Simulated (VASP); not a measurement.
# Ir4O in VASP: notebook, part 2 of 2

VASP 6.6.1.

### 4 Single point, PBE

INCAR reads:

```
  PREC = Accurate
  ENCUT = 520
  EDIFF = 1E-6
  ISMEAR = 0
  SIGMA = 0.1
  LREAL = False
  LASPH = True
  NELM = 80
  ALGO = Normal
  ISIF = 2
  LWAVE = False
  LCHARG = False
  LDIPOL = True
  IDIPOL = 3
  DIPOL = 0.5 0.5 0.343
  GGA = PE
  NBANDS = 29
```

KPOINTS reads:

```
Automatic mesh
0
Gamma
  10 7 1
```

POSCAR reads:

```
Ir4O
1.0
    2.7367600872      0.0000000000      0.0000000000
    0.0000000000      3.8703632323      0.0000000000
    0.0000000000      0.0000000000     19.4599433740
Ir O
4 1
Direct
    0.5000000000      0.5000000000      0.2055504440
    0.0000000000      0.0000000000      0.2758682253
    0.5000000000      0.5000000000      0.3454282602
    0.0000000000      0.0000000000      0.4090424736
    0.5000000000      0.0000000000      0.4803969198
```

Potentials or basis: VASP PAW PBE potentials, release 64 (Ir, O).

Run with:

```console
$ cat potpaw_PBE.64/Ir/POTCAR potpaw_PBE.64/O/POTCAR > POTCAR
$ mpirun -np 1 vasp_std > vasp.out
```

OUTCAR:

```text
PREC = Accurate
   ENCUT = 520
   EDIFF = 1E-6
   ISMEAR = 0
   LREAL = False
   LASPH = True
   NELM = 80
   ISIF = 2
   GGA = PE

 ion  position               nearest neighbor table
   1  0.500  0.500  0.206-   3 2.72   2 2.74   2 2.74   2 2.74   2 2.74
   2  0.000  0.000  0.276-   4 2.59   3 2.73   3 2.73   3 2.73   3 2.73   1 2.74   1 2.74   1 2.74
                             1 2.74
   3  0.500  0.500  0.345-   4 2.67   4 2.67   4 2.67   4 2.67   1 2.72   2 2.73   2 2.73   2 2.73
                             2 2.73
   4  0.000  0.000  0.409-   5 1.95   5 1.95   2 2.59   3 2.67   3 2.67   3 2.67   3 2.67
   5  0.500  0.000  0.480-   4 1.95   4 1.95

  LATTYP: Found a simple orthorhombic cell.
 ALAT       =     2.7367600872
 B/A-ratio  =     1.4142135624
 C/A-ratio  =     7.1105770159

  Lattice vectors:

 A1 = (   2.7367600872,   0.0000000000,   0.0000000000)
 A2 = (   0.0000000000,   3.8703632323,   0.0000000000)
 A3 = (   0.0000000000,   0.0000000000,  19.4599433740)

Analysis of symmetry for initial positions (statically):
=====================================================================
 Subroutine PRICEL returns:
 Original cell was already a primitive cell.

 Routine SETGRP: Setting up the symmetry group for a
 simple orthorhombic supercell.

 Subroutine GETGRP returns: Found  4 space group operations
 (whereof  4 operations were pure point group operations)
 out of a pool of  8 trial point group operations.

The static configuration has the point symmetry C_2v.

Analysis of symmetry for dynamics (positions and initial velocities):
=====================================================================
 Subroutine PRICEL returns:
 Original cell was already a primitive cell.

 Routine SETGRP: Setting up the symmetry group for a
 simple orthorhombic supercell.

 Subroutine GETGRP returns: Found  4 space group operations
 (whereof  4 operations were pure point group operations)
 out of a pool of  8 trial point group operations.

The dynamic configuration has the point symmetry C_2v.

 Subroutine INISYM returns: Found  4 space group operations
 (whereof  4 operations are pure point group operations),
 and found     1 'primitive' translations

----------------------------------------------------------------------------------------

                                     Primitive cell

  volume of cell :     206.1247

  direct lattice vectors                    reciprocal lattice vectors
     2.736760087  0.000000000  0.000000000     0.365395566  0.000000000  0.000000000
     0.000000000  3.870363232  0.000000000     0.000000000  0.258373682  0.000000000
     0.000000000  0.000000000 19.459943374     0.000000000  0.000000000  0.051387611

  length of vectors
     2.736760087  3.870363232 19.459943374     0.365395566  0.258373682  0.051387611

  position of ions in fractional coordinates (direct lattice)
     0.500000000  0.500000000  0.205550444
     0.000000000  0.000000000  0.275868225
     0.500000000  0.500000000  0.345428260
     0.000000000  0.000000000  0.409042474
     0.500000000  0.000000000  0.480396920

  ion indices of the primitive-cell ions
   primitive index   ion index
                 1           1
                 2           2
                 3           3
                 4           4
                 5           5

[... 52 lines left out ...]
   k-points           NKPTS =     24   k-points in BZ     NKDIM =     24   number of bands    NBANDS=     29
   number of dos      NEDOS =    301   number of ions     NIONS =      5
   total plane-waves  NPLWV =  90000
   dimension x,y,z NGX =    20 NGY =   30 NGZ =  150
   dimension x,y,z NGXF=    40 NGYF=   60 NGZF=  300
   ions per type =               4   1
   NGX,Y,Z   is equivalent  to a cutoff of  12.15, 12.89, 12.81 a.u.
   NGXF,Y,Z  is equivalent  to a cutoff of  24.30, 25.77, 25.63 a.u.
 SYSTEM =  unknown system
   PREC   = accura    normal or accurate (medium, high low for compatibility)
   ISTART =      0    job   : 0-new  1-cont  2-samecut
   ICHARG =      2    charge: 1-file 2-atom 10-const
   ISPIN  =      1    spin polarized calculation?
   LNONCOLLINEAR =      F non collinear calculations
   LSORBIT =      F    spin-orbit coupling
   LASPH  =      T    aspherical Exc in radial PAW
   ENCUT  =  520.0 eV  38.22 Ry    6.18 a.u.   5.09  7.20 36.18*2*pi/ulx,y,z
   NELM   =     80;   NELMIN=  2; NELMDL= -5     # of ELM steps
   EDIFF  = 0.1E-05   stopping-criterion for ELM
   LREAL  =      F    real-space projection
   EDIFFG = 0.1E-04   stopping-criterion for IOM
   NSW    =      0    number of steps for IOM
   IBRION =     -1    ionic relax: 0-MD 1-quasi-New 2-CG
   NFREE  =      0    steps in history (QN), initial steepest desc. (CG)
   ISIF   =      2    stress and relaxation
   ISYM   =      2    0-nonsym 1-usesym 2-fastsym
   POTIM  = 0.5000    time-step for ionic-motion
   TEBEG  =    0.0;   TEEND  =   0.0 temperature during run
   PSTRESS=    0.0 pullay stress
   NELECT =      42.0000    total number of electrons
   NUPDOWN=      -1.0000    fix difference up-down
   EMIN   =  10.00;   EMAX   =-10.00  energy-range for DOS
   EFERMI =   0.00;   METHOD = LEGACY
   ISMEAR =     0;   SIGMA  =   0.10  broadening in eV -4-tet -1-fermi 0-gaus
   EFERMI_NEDOS =   21; number of points for ismear=-14 and -15
   IALGO  =     38    algorithm
   IMIX   =      4    mixing-type and parameters
     AMIX     =   0.40;   BMIX     =  1.00
     AMIX_MAG =   1.60;   BMIX_MAG =  1.00
  volume/ion in A,a.u.               =      41.22       278.20
  Fermi-wavevector in a.u.,A,eV,Ry     =   0.963344  1.820456 12.626629  0.928031
  Thomas-Fermi vector in A             =   2.092881
   LORBIT       =      0    0 simple, 1 ext, 2 COOP (PROOUT), +10 PAW based schemes
   GGA     = PE    functional components
   LHFCALC =     F    Hartree Fock is set to
   AEXX    =    0.0000 exact exchange contribution
   IVDW    =     0    specifies the selected vdW correction
   LEPSILON=     F    determine dielectric tensor
   LRPA    =     F    only Hartree local field effects (RPA)
 non-spin polarized calculation
 Gauss-broadening in eV      SIGMA  =   0.10
  energy-cutoff  :      520.00
  volume of cell :      206.12
 maximum number of plane-waves:      5602
   NGX = 11   NGY = 15   NGZ = 73

 dipolmoment           0.000000      0.000000     -0.269754 electrons x Angstroem

 number of electron      42.0000001 magnetization

 dipolmoment           0.000000      0.000000      0.112754 electrons x Angstroem

 Free energy of the ion-electron system (eV)
  ---------------------------------------------------
  ext. energy  EPLUGINS =         0.00000000
  ---------------------------------------------------
  free energy    TOTEN  =       -38.09148449 eV

  energy without entropy =      -38.04512711  energy(sigma->0) =      -38.06830580

 E-fermi :  -1.2224     XC(G=0):  -5.2894

 val. band max:       -1.2364234844   @ k =   0.4000   0.2857   0.0000
 cond. band min:      -1.2202192432   @ k =   0.3000   0.0000   0.0000
 fundamental gap:      0.0162042412
 Fermi energy:        -1.2224010429

 k-point     1 :       0.0000    0.0000    0.0000
  band No.  band energies     occupation
      1     -20.2495      2.00000
      2     -10.8369      2.00000
      3      -8.8193      2.00000
      4      -8.0289      2.00000
      5      -7.6631      2.00000
      6      -6.8391      2.00000
[... 757 lines left out ...]
     28       5.1976      0.00000
     29       5.8781      0.00000

------------------------ aborting loop because EDIFF is reached ----------------------------------------

 vacuum level on the upper side and lower side of the slab       (xc-potential included)         0.930        -1.044

  FORCE on cell =-STRESS in cart. coord.  units (eV):
  Direction    XX          YY          ZZ          XY          YZ          ZX
  --------------------------------------------------------------------------------------
  -------------------------------------------------------------------------------------
  Total       -5.5562471     -1.6958994      1.9022317      0.0000000      0.0000000      0.0000000
  in kB      -43.1879022    -13.1819801     14.7857710      0.0000000      0.0000000      0.0000000
  external PRESSURE =     -13.8613704 kB  Pullay stress =       0.0000000 kB

 VOLUME and BASIS-vectors are now :
 -----------------------------------------------------------------------------
  energy-cutoff  :      520.00
  volume of cell :      206.12
      direct lattice vectors                 reciprocal lattice vectors
     2.736760087  0.000000000  0.000000000     0.365395566  0.000000000  0.000000000
     0.000000000  3.870363232  0.000000000     0.000000000  0.258373682  0.000000000
     0.000000000  0.000000000 19.459943374     0.000000000  0.000000000  0.051387611

 POSITION                                       TOTAL-FORCE (eV/Angst)
 -----------------------------------------------------------------------------------
      1.36838      1.93518      4.00000         0.000000      0.000000      0.854209
      0.00000      0.00000      5.36838         0.000000      0.000000     -1.426863
      1.36838      1.93518      6.72201         0.000000      0.000000     -1.047204
      0.00000      0.00000      7.95994         0.000000      0.000000      1.373409
      1.36838      0.00000      9.34850         0.000000      0.000000      0.246449
 -----------------------------------------------------------------------------------
    total drift:                               -0.000000      0.000000     -0.000524

  FREE ENERGIE OF THE ION-ELECTRON SYSTEM (eV)
  ---------------------------------------------------
  free  energy   TOTEN  =       -38.0914844934 eV

  energy  without entropy=      -38.0451271056  energy(sigma->0) =      -38.06830580

 vacuum level on the upper side and lower side of the slab         5.817         3.839
```

stdout:

```text
POSCAR found type information on POSCAR IrO
 POSCAR found :  2 types and       5 ions
 scaLAPACK will be used
 LDA part: xc-table for (Slater+PW92), standard interpolation
 POSCAR, INCAR and KPOINTS ok, starting setup
 FFT: planning ... GRIDC
 FFT: planning ... GRID_SOFT
 FFT: planning ... GRID
 WAVECAR not read
 entering main loop
```

Wall time 2.3 min (1 thread of AMD EPYC 9R45 (Zen 5), shared host); peak memory 0.32 GiB.

Results:

```
Free energy            : -38.0915 eV
Largest force          : 1.427 eV/Å
Band gap on the k mesh : zero (band 21 reaches -0.47 eV, above the bottom of band 22 at -1.47 eV)
```

Forces on the atoms (eV/Å):
```
Ir   0.000  0.000  0.854
Ir   0.000  0.000 -1.427
Ir   0.000  0.000 -1.047
Ir   0.000  0.000  1.373
O    0.000  0.000  0.246
```

Caveat: spin-orbit coupling is left out, which moves the levels of the heavy elements.
